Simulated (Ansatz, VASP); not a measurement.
**Two plane-wave programs on Na3GaC**

Contents of INCAR:

```
  ALGO = Normal
  EDIFF = 1E-6
  ENCUT = 520
  GGA = PE
  ISIF = 2
  ISMEAR = 0
  ISPIN = 2
  LASPH = T
  LCHARG = F
  LORBIT = 11
  LREAL = F
  LWAVE = F
  MAGMOM = 0 0 0 0 0 0 0 0 1 1
  NBANDS = 53
  NELM = 150
  PREC = Accurate
  SIGMA = 0.1
```

Contents of KPOINTS:

```
k-points
0
Gamma
  3 3 4
```

POSCAR

```
Na3GaC
1.0
    7.1428153200      0.0000000000      0.0000000000
   -3.5714076600      6.1858595200      0.0000000000
    0.0000000000      0.0000000000      5.9999648700
Na Ga C
6 2 2
Direct
    0.8333333300      0.6666666700      0.7500000000
    0.3333333300      0.1666666700      0.7500000000
    0.8333333300      0.1666666700      0.7500000000
    0.1666666700      0.3333333300      0.2500000000
    0.6666666700      0.8333333300      0.2500000000
    0.1666666700      0.8333333300      0.2500000000
    0.3333333300      0.6666666700      0.7500000000
    0.6666666700      0.3333333300      0.2500000000
    0.0000000000      0.0000000000      0.0000000000
    0.0000000000      0.0000000000      0.5000000000
```

Input for Ansatz:

```yaml
crystal:
  lattice:
    - [7.14281532, 0.0, 0.0]
    - [-3.57140766, 6.18585952, 0.0]
    - [0.0, 0.0, 5.99996487]
  atoms:
    - { symbol: Na, position: [0.83333333, 0.66666667, 0.75] }
    - { symbol: Na, position: [0.33333333, 0.16666667, 0.75] }
    - { symbol: Na, position: [0.83333333, 0.16666667, 0.75] }
    - { symbol: Na, position: [0.16666667, 0.33333333, 0.25] }
    - { symbol: Na, position: [0.66666667, 0.83333333, 0.25] }
    - { symbol: Na, position: [0.16666667, 0.83333333, 0.25] }
    - { symbol: Ga, position: [0.33333333, 0.66666667, 0.75] }
    - { symbol: Ga, position: [0.66666667, 0.33333333, 0.25] }
    - { symbol: C, position: [0.0, 0.0, 0.0], spin: 1.0 }
    - { symbol: C, position: [0.0, 0.0, 0.5], spin: 1.0 }
basis:
  ecutwfc: 420
kpoints:
  mp_grid: { grid: [3, 3, 4] }
hamiltonian:
  xc: pbe
scf:
  occupations: { method: gaussian, width: 0.1 }
  lower_state_search: "off"
output:
  forces: true
  stress: true
  eigenvalues: true
  populations: true
magnetization:
  spin_polarized: true
```

Alike in both runs: task single point; functional PBE; k mesh 3 × 3 × 4; occupations gaussian, width 0.1 eV; collinear spin.

```csv
,VASP,Ansatz
version,VASP 6.6.1,Ansatz 0.2.0
potentials or method,"VASP PAW PBE potentials, release 64 (Na_pv, Ga_d, C), cutoff 520 eV","scalar-relativistic, plane waves, PAW"
valence electrons in the cell,76,88
```

Ansatz gave:

- gap on the k mesh at the Fermi level (eV): none
- pressure (GPa): -1.7
- traceless stress, the component that is largest in VASP (GPa): -0.86
- rms of the force components (eV/Å): 0.034
- net moment per atom (μB): 0.24
- size of the moment on the site where the two differ most (μB): 1.01

Problem. What did VASP give for the same quantities?

Solution. gap on the k mesh at the Fermi level (eV): none; pressure (GPa): -2.0; traceless stress, the component that is largest in VASP (GPa): -0.67; rms of the force components (eV/Å): 0.050; net moment per atom (μB): 0.00; size of the moment on the site where the two differ most (μB): 0.00.

The net moments are unlike, so the other rows may belong to different states. Site moments also hang on the region over which each program counts them. Atom by atom the forces differ by 0.017 eV/Å (rms over components). A gap of «none» marks a metal or a gap that the smearing closes. VASP's potentials hold 76 valence electrons a cell and Ansatz's 88, so a difference there can come from the potentials and not from the codes.
